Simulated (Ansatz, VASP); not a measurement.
## NaTiPt3: VASP beside Ansatz

```xyz
5
Lattice="4.3208 0.0000 0.0000 0.0000 4.3208 0.0000 0.0000 0.0000 4.3208" Properties=species:S:1:pos:R:3 pbc="T T T"
Na    0.0000    0.0000    0.0000
Ti    2.1604    2.1604    2.1604
Pt    0.0000    2.1604    2.1604
Pt    2.1604    0.0000    2.1604
Pt    2.1604    2.1604    0.0000
```

Change from the starting cell: species swapped into the SmBRh3 type (Pm-3m, No. 221).

Alike in both runs: task relaxation of cell and atoms; functional PBE; k mesh 4 × 4 × 4; occupations gaussian, width 0.1 eV; no spin polarisation.

|  | VASP | Ansatz |
| --- | --- | --- |
| version | VASP 6.6.1 | Ansatz 0.2.0 |
| potentials or method | VASP PAW PBE potentials, release 64 (Na_pv, Ti_sv, Pt), cutoff 600 eV | scalar-relativistic, plane waves, PAW |
| valence electrons in the cell | 49 | 75 |

VASP gave:

* gap on the k mesh at the Fermi level, each at its own relaxed structure (eV): none
* relaxed volume (Å³/atom): 21.72
* relaxed cell length with the largest relative difference (Å): 4.771

Problem. Estimate Ansatz's values.

Solution. gap on the k mesh at the Fermi level, each at its own relaxed structure (eV): none; relaxed volume (Å³/atom): 21.68; relaxed cell length with the largest relative difference (Å): 4.768.

A gap of «none» marks a metal or a gap that the smearing closes. VASP's potentials hold 49 valence electrons a cell and Ansatz's 75, so a difference there can come from the potentials and not from the codes.

The k mesh is coarse, so the values compare programs but aren't converged. Neither program's run includes spin-orbit coupling. Noted on VASP's run: the volume moved by over 15 % at a fixed basis, so the end points are rough.
